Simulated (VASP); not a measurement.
# Al2Ga3As5 (I-4m2) in VASP: single point with PBE

Aim: the single point of Al2Ga3As5 with PBE.

All numbers are computed with VASP 6.6.1; they aren't measurements. Logs are shortened: lines on timing, memory, paths and dates and some standing lists are left out, and cuts for length are marked.

## (1) The cell of the first run

Symmetry: I-4m2, No. 119, tetragonal system. The conventional cell has a = 3.878 Å, b = 3.878 Å, c = 27.423 Å, α = 90.00°, β = 90.00°, γ = 90.00°. Within 3.1 Å of Al (site symmetry 2mm) lie 4 As at 2.37 Å. Within 3.1 Å of Ga (site symmetry -4m2) lie 4 As at 2.37 Å. Ga (site symmetry 2mm) has 4 As at 2.37 Å within 3.1 Å. Within 3.1 Å of As (site symmetry 2mm) lie 2 Al at 2.37 Å and 2 Ga at 2.37 Å. Within 3.1 Å of As (site symmetry 2mm) lie 2 Ga at 2.37 Å and 2 Al at 2.37 Å. As (site symmetry -4m2) has 4 Ga at 2.37 Å within 3.1 Å.

## (2) Single point, PBE

Input file INCAR:

```
ALGO     = Normal         # electronic algorithm
EDIFF    = 1E-6           # SCF threshold, eV
ENCUT    = 520            # plane-wave cutoff, eV
GGA      = PE             # functional
ISIF     = 2              # what is computed and relaxed
ISMEAR   = 0              # smearing method
LASPH    = True           # aspherical terms in the spheres
LCHARG   = False          # write CHGCAR
LREAL    = False          # projectors in reciprocal space
LWAVE    = False          # write WAVECAR
NBANDS   = 46             # bands
NELM     = 80             # most SCF steps
PREC     = Accurate       # precision mode
SIGMA    = 0.1            # smearing width, eV
```

Input file KPOINTS:

```
k-points
0
Gamma
  6 6 6
```

Input file POSCAR:

```
Al2Ga3As5
1.0
   -1.9391340000      1.9391340000     13.7117480400
    1.9391340000     -1.9391340000     13.7117480400
    1.9391340000      1.9391340000    -13.7117480400
Al Ga As
2 3 5
Direct
    0.9000000000      0.9000000000      0.0000000000
    0.1000000000      0.1000000000      0.0000000000
    0.5000000000      0.5000000000      0.0000000000
    0.7000000000      0.7000000000      0.0000000000
    0.3000000000      0.3000000000      0.0000000000
    0.4500000000      0.9500000000      0.5000000000
    0.0500000000      0.5500000000      0.5000000000
    0.6500000000      0.1500000000      0.5000000000
    0.2500000000      0.7500000000      0.5000000000
    0.8500000000      0.3500000000      0.5000000000
```

Potentials or basis: VASP PAW PBE potentials, release 64 (Al, Ga_d, As).

Run with:

```console
cat potpaw_PBE.64/Al/POTCAR potpaw_PBE.64/Ga_d/POTCAR potpaw_PBE.64/As/POTCAR > POTCAR
mpirun -np 1 vasp_std > vasp.out
```

OUTCAR:

```text
EDIFF = 1E-6
   ENCUT = 520
   GGA = PE
   ISIF = 2
   ISMEAR = 0
   LASPH = True
   LREAL = False
   NELM = 80
   PREC = Accurate

 ion  position               nearest neighbor table
   1  0.900  0.900  0.000-  10 2.37  10 2.37   6 2.37   6 2.37
   2  0.100  0.100  0.000-   8 2.37   8 2.37   7 2.37   7 2.37
   3  0.500  0.500  0.000-   7 2.37   6 2.37   7 2.37   6 2.37
   4  0.700  0.700  0.000-   9 2.37   9 2.37   8 2.37   8 2.37
   5  0.300  0.300  0.000-   9 2.37   9 2.37  10 2.37  10 2.37
   6  0.450  0.950  0.500-   3 2.37   3 2.37   1 2.37   1 2.37
   7  0.050  0.550  0.500-   3 2.37   3 2.37   2 2.37   2 2.37
   8  0.650  0.150  0.500-   2 2.37   2 2.37   4 2.37   4 2.37
   9  0.250  0.750  0.500-   5 2.37   4 2.37   5 2.37   4 2.37
  10  0.850  0.350  0.500-   1 2.37   1 2.37   5 2.37   5 2.37

  LATTYP: Found a body centered tetragonal cell.
 ALAT       =     3.8782680000
 C/A-ratio  =     7.0710678272

  Lattice vectors:

 A1 = (  -1.9391340000,   1.9391340000,  13.7117480400)
 A2 = (   1.9391340000,  -1.9391340000,  13.7117480400)
 A3 = (   1.9391340000,   1.9391340000, -13.7117480400)

Analysis of symmetry for initial positions (statically):
=====================================================================
 Subroutine PRICEL returns:
 Original cell was already a primitive cell.

 Routine SETGRP: Setting up the symmetry group for a
 body centered tetragonal supercell.

 Subroutine GETGRP returns: Found  8 space group operations
 (whereof  8 operations were pure point group operations)
 out of a pool of 16 trial point group operations.

The static configuration has the point symmetry D_2d.

Analysis of symmetry for dynamics (positions and initial velocities):
=====================================================================
 Subroutine PRICEL returns:
 Original cell was already a primitive cell.

 Routine SETGRP: Setting up the symmetry group for a
 body centered tetragonal supercell.

 Subroutine GETGRP returns: Found  8 space group operations
 (whereof  8 operations were pure point group operations)
 out of a pool of 16 trial point group operations.

The dynamic configuration has the point symmetry D_2d.

 Subroutine INISYM returns: Found  8 space group operations
 (whereof  8 operations are pure point group operations),
 and found     1 'primitive' translations

----------------------------------------------------------------------------------------

                                     Primitive cell

  volume of cell :     206.2379

  direct lattice vectors                    reciprocal lattice vectors
    -1.939134000  1.939134000 13.711748040     0.000000000  0.257847060  0.036465081
     1.939134000 -1.939134000 13.711748040     0.257847060  0.000000000  0.036465081
     1.939134000  1.939134000-13.711748040     0.257847060  0.257847060  0.000000000

  length of vectors
    13.983294163 13.983294163 13.983294163     0.260412765  0.260412765  0.364650809

  position of ions in fractional coordinates (direct lattice)
     0.900000000  0.900000000  0.000000000
     0.100000000  0.100000000  0.000000000
     0.500000000  0.500000000  0.000000000
     0.700000000  0.700000000  0.000000000
     0.300000000  0.300000000  0.000000000
     0.450000000  0.950000000  0.500000000
     0.050000000  0.550000000  0.500000000
     0.650000000  0.150000000  0.500000000
     0.250000000  0.750000000  0.500000000
     0.850000000  0.350000000  0.500000000

  ion indices of the primitive-cell ions
   primitive index   ion index
                 1           1
                 2           2
                 3           3
                 4           4
                 5           5
                 6           6
                 7           7
                 8           8
                 9           9
                10          10

----------------------------------------------------------------------------------------

 KPOINTS: k-points

Automatic generation of k-mesh.
 Grid dimensions read from file:
 generate k-points for:    6    6    6

 Generating k-lattice:

  Cartesian coordinates                     Fractional coordinates (reciprocal lattice)
     0.000000000  0.042974510  0.006077513     0.166666667 -0.000000000  0.000000000
     0.042974510  0.000000000  0.006077513    -0.000000000  0.166666667  0.000000000
     0.042974510  0.042974510  0.000000000     0.000000000  0.000000000  0.166666667

  Length of vectors
     0.043402128  0.043402128  0.060775135

  Shift w.r.t. Gamma in fractional coordinates (k-lattice)
     0.000000000  0.000000000  0.000000000

 Subroutine IBZKPT returns following result:
 ===========================================

 Found     30 irreducible k-points:

 Following reciprocal coordinates:
            Coordinates               Weight
  0.000000  0.000000  0.000000      1.000000
  0.166667 -0.000000  0.000000      8.000000
  0.333333  0.000000  0.000000      8.000000
  0.500000 -0.000000  0.000000      4.000000
  0.166667  0.166667  0.000000      8.000000
  0.333333  0.166667 -0.000000     16.000000
[... 16 lines left out ...]
 -0.333333 -0.333333  0.166667      8.000000
 -0.166667 -0.333333  0.166667      8.000000
 [... further k-points ...]
   k-points           NKPTS =     30   k-points in BZ     NKDIM =     30   number of bands    NBANDS=     46
   number of dos      NEDOS =    301   number of ions     NIONS =     10
   total plane-waves  NPLWV = ******
   dimension x,y,z NGX =   108 NGY =  108 NGZ =  108
   dimension x,y,z NGXF=   216 NGYF=  216 NGZF=  216
   ions per type =               2   3   5
   NGX,Y,Z   is equivalent  to a cutoff of  12.84, 12.84, 12.84 a.u.
   NGXF,Y,Z  is equivalent  to a cutoff of  25.68, 25.68, 25.68 a.u.
 SYSTEM =  unknown system
   PREC   = accura    normal or accurate (medium, high low for compatibility)
   ISTART =      0    job   : 0-new  1-cont  2-samecut
   ICHARG =      2    charge: 1-file 2-atom 10-const
   ISPIN  =      1    spin polarized calculation?
   LNONCOLLINEAR =      F non collinear calculations
   LSORBIT =      F    spin-orbit coupling
   LASPH  =      T    aspherical Exc in radial PAW
   ENCUT  =  520.0 eV  38.22 Ry    6.18 a.u.  26.00 26.00 26.00*2*pi/ulx,y,z
   NELM   =     80;   NELMIN=  2; NELMDL= -5     # of ELM steps
   EDIFF  = 0.1E-05   stopping-criterion for ELM
   LREAL  =      F    real-space projection
   EDIFFG = 0.1E-04   stopping-criterion for IOM
   NSW    =      0    number of steps for IOM
   IBRION =     -1    ionic relax: 0-MD 1-quasi-New 2-CG
   NFREE  =      0    steps in history (QN), initial steepest desc. (CG)
   ISIF   =      2    stress and relaxation
   ISYM   =      2    0-nonsym 1-usesym 2-fastsym
   POTIM  = 0.5000    time-step for ionic-motion
   TEBEG  =    0.0;   TEEND  =   0.0 temperature during run
   PSTRESS=    0.0 pullay stress
   NELECT =      70.0000    total number of electrons
   NUPDOWN=      -1.0000    fix difference up-down
   EMIN   =  10.00;   EMAX   =-10.00  energy-range for DOS
   EFERMI =   0.00;   METHOD = LEGACY
   ISMEAR =     0;   SIGMA  =   0.10  broadening in eV -4-tet -1-fermi 0-gaus
   EFERMI_NEDOS =   21; number of points for ismear=-14 and -15
   IALGO  =     38    algorithm
   IMIX   =      4    mixing-type and parameters
     AMIX     =   0.40;   BMIX     =  1.00
     AMIX_MAG =   1.60;   BMIX_MAG =  1.00
  volume/ion in A,a.u.               =      20.62       139.18
  Fermi-wavevector in a.u.,A,eV,Ry     =   1.141961  2.157994 17.743024  1.304075
  Thomas-Fermi vector in A             =   2.278660
   LORBIT       =      0    0 simple, 1 ext, 2 COOP (PROOUT), +10 PAW based schemes
   GGA     = PE    functional components
   LHFCALC =     F    Hartree Fock is set to
   AEXX    =    0.0000 exact exchange contribution
   IVDW    =     0    specifies the selected vdW correction
   LEPSILON=     F    determine dielectric tensor
   LRPA    =     F    only Hartree local field effects (RPA)
 non-spin polarized calculation
 Gauss-broadening in eV      SIGMA  =   0.10
  energy-cutoff  :      520.00
  volume of cell :      206.24
 maximum number of plane-waves:      5586
 NGX is ok and might be reduce to   108
   NGX = 51   NGY = 51   NGZ = 51

 number of electron      69.9999997 magnetization

 Free energy of the ion-electron system (eV)
  ---------------------------------------------------
  ext. energy  EPLUGINS =         0.00000000
  ---------------------------------------------------
  free energy    TOTEN  =       -42.53493212 eV

  energy without entropy =      -42.53493212  energy(sigma->0) =      -42.53493212

 E-fermi :   5.2653     XC(G=0):  -9.7687

 val. band max:        4.7967161826   @ k =   0.0000   0.0000   0.0000
 cond. band min:       6.0405713712   @ k =   0.5000   0.5000  -0.0000
 fundamental gap:      1.2438551887
 Fermi energy:         5.2653352059

 k-point     1 :       0.0000    0.0000    0.0000
  band No.  band energies     occupation
      1     -10.1329      2.00000
      2     -10.1197      2.00000
      3     -10.0580      2.00000
      4     -10.0089      2.00000
      5     -10.0089      2.00000
      6      -9.9991      2.00000
[... 38 lines left out ...]
     45       8.8106      0.00000
     46       8.8494      0.00000

 k-point     2 :       0.1667   -0.0000    0.0000
  band No.  band energies     occupation
      1     -10.1284      2.00000
      2     -10.1125      2.00000
      3     -10.0550      2.00000
      4     -10.0244      2.00000
      5     -10.0158      2.00000
      6     -10.0082      2.00000
[... 38 lines left out ...]
     45       9.0357      0.00000
     46       9.1757      0.00000

 k-point     3 :       0.3333    0.0000    0.0000
  band No.  band energies     occupation
      1     -10.1242      2.00000
      2     -10.1016      2.00000
      3     -10.0643      2.00000
      4     -10.0498      2.00000
      5     -10.0325      2.00000
      6     -10.0067      2.00000
[... 1018 lines left out ...]
     45       9.3821      0.00000
     46       9.8841      0.00000

 k-point    24 :      -0.1667   -0.3333    0.1667
  band No.  band energies     occupation
      1     -10.1286      2.00000
      2     -10.1123      2.00000
      3     -10.0552      2.00000
      4     -10.0243      2.00000
      5     -10.0158      2.00000
      6     -10.0082      2.00000
[... 38 lines left out ...]
     45       9.2339      0.00000
     46       9.2914      0.00000

 [... further k-points ...]

------------------------ aborting loop because EDIFF is reached ----------------------------------------

  FORCE on cell =-STRESS in cart. coord.  units (eV):
  Direction    XX          YY          ZZ          XY          YZ          ZX
  --------------------------------------------------------------------------------------
  -------------------------------------------------------------------------------------
  Total       15.5404464     15.5404464     15.2140648      0.0000000     -0.0000000      0.0000000
  in kB      120.7273348    120.7273348    118.1918106      0.0000000     -0.0000000      0.0000000
  external PRESSURE =     119.8821601 kB  Pullay stress =       0.0000000 kB

 VOLUME and BASIS-vectors are now :
 -----------------------------------------------------------------------------
  energy-cutoff  :      520.00
  volume of cell :      206.24
      direct lattice vectors                 reciprocal lattice vectors
    -1.939134000  1.939134000 13.711748040     0.000000000  0.257847060  0.036465081
     1.939134000 -1.939134000 13.711748040     0.257847060  0.000000000  0.036465081
     1.939134000  1.939134000-13.711748040     0.257847060  0.257847060  0.000000000

 POSITION                                       TOTAL-FORCE (eV/Angst)
 -----------------------------------------------------------------------------------
      0.00000      0.00000     24.68115         0.000000     -0.000000      0.001259
      0.00000      0.00000      2.74235         0.000000     -0.000000     -0.001259
      0.00000      0.00000     13.71175         0.000000     -0.000000      0.000000
      0.00000      0.00000     19.19645         0.000000     -0.000000      0.038636
      0.00000      0.00000      8.22705         0.000000     -0.000000     -0.038636
      1.93913      0.00000     12.34057        -0.000000      0.000000     -0.107761
      1.93913     -0.00000      1.37117        -0.000000      0.000000      0.107761
      0.00000      1.93913      4.11352         0.000000     -0.000000     -0.097468
      1.93913      0.00000      6.85587         0.000000     -0.000000      0.000000
     -0.00000      1.93913      9.59822         0.000000     -0.000000      0.097468
 -----------------------------------------------------------------------------------
    total drift:                                0.000001     -0.000001      0.000000

  FREE ENERGIE OF THE ION-ELECTRON SYSTEM (eV)
  ---------------------------------------------------
  free  energy   TOTEN  =       -42.5349321171 eV

  energy  without entropy=      -42.5349321171  energy(sigma->0) =      -42.53493212
```

Run time: 76 min. Hardware: 1 thread of Intel Xeon Platinum 8488C (Sapphire Rapids), shared host; peak memory 1.9 GiB.

What came out:

```yaml
Free_energy: -42.5349 eV
Pressure: 12.0 GPa
Largest_force: 0.108 eV/Å
Band_gap_on_the_k_mesh: 1.24 eV (least direct gap 1.34 eV)
```

Forces in eV/Å, atoms in the order of the input:
```
Al   0.000  0.000  0.001
Al   0.000  0.000 -0.001
Ga   0.000  0.000  0.000
Ga   0.000  0.000  0.039
Ga   0.000  0.000 -0.039
As   0.000  0.000 -0.108
As   0.000  0.000  0.108
As   0.000  0.000 -0.097
As   0.000  0.000  0.000
As   0.000  0.000  0.097
```

Stress tensor (GPa, compression positive):
```
12.07  0.00  0.00
 0.00 12.07  0.00
 0.00  0.00 11.82
```

Levels at points of the mesh, in eV from the valence-band top:
| k point | band 32 | band 33 | band 34 | band 35 | band 36 | band 37 | band 38 | band 39 |
| --- | --- | --- | --- | --- | --- | --- | --- | --- |
| (0.00, 0.00, 0.00) | -1.23 | -0.05 | 0.00 | 0.00 | 1.34 | 1.36 | 1.74 | 2.18 |
| (0.50, 0.00, 0.00) | -1.19 | -1.15 | -1.13 | -1.10 | 1.60 | 2.40 | 2.72 | 3.12 |
| (0.50, 0.50, 0.00) | -3.10 | -3.08 | -2.77 | -2.77 | 1.24 | 1.68 | 1.99 | 2.12 |
| (0.50, 0.50, 0.50) | -0.53 | -0.53 | -0.41 | -0.41 | 1.26 | 1.65 | 1.78 | 1.91 |

Caveat: the cell stands under pressure. A k mesh can miss the band edges.
